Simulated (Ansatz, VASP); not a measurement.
**Two plane-wave programs on LiF**

```
Li F
1.0
     2.51626    0.00000    0.00000
     0.00000    2.51626    0.00000
     0.00000    0.00000    2.51626
Li F
1 1
Direct
  0.00000 0.00000 0.00000
  0.50000 0.50000 0.50000
```

Alike in both runs: task single point; functional r2SCAN; k mesh 8 × 8 × 8; no spin polarisation.

|  | VASP | Ansatz |
| --- | --- | --- |
| version | VASP 6.6.1 | Ansatz 0.2.0 |
| potentials or method | VASP PAW PBE potentials, release 64 (Li_sv, F) | plane waves, PAW |
| plane-wave cutoff (eV) | 520 | 500 |
| occupations | gaussian, width 0.01 eV | fixed |
| valence electrons in the cell | 10 | 10 |

```csv
,VASP,Ansatz,Ansatz less VASP
gap on the k mesh at the Fermi level (eV),9.12,8.91,-0.208
```

VASP's potentials were made for PBE, not for r2SCAN.

Noted on VASP's run: the cutoff is short for stress, so the pressure is rough.
